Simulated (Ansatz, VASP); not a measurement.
Two plane-wave programs on CaSe

```
CELL_PARAMETERS angstrom
3.63478 0.00000 0.00000
0.00000 3.63478 0.00000
0.00000 0.00000 3.63478
ATOMIC_POSITIONS crystal
Ca 0.00000 0.00000 0.00000
Se 0.50000 0.50000 0.50000
```

Alike in both runs: task single point; functional PBE0; k mesh 6 × 6 × 6; no spin polarisation.

|  | VASP | Ansatz |
| --- | --- | --- |
| version | VASP 6.6.1 | Ansatz 0.2.0 |
| potentials or method | VASP PAW PBE potentials, release 64 (Ca_sv, Se) | plane waves, PAW |
| plane-wave cutoff (eV) | 520 | 420 |
| occupations | gaussian, width 0.01 eV | fixed |
| valence electrons in the cell | 16 | 26 |

```tsv
	VASP	Ansatz	Ansatz less VASP
gap on the k mesh at the Fermi level (eV)	2.24	2.21	-0.028
pressure (GPa)	0.1	0.1	-0.02
```

VASP's potentials hold 16 valence electrons a cell and Ansatz's 26, so a difference there can come from the potentials and not from the codes. Ansatz's warnings: stress exchange threshold loose, stress scf threshold loose.
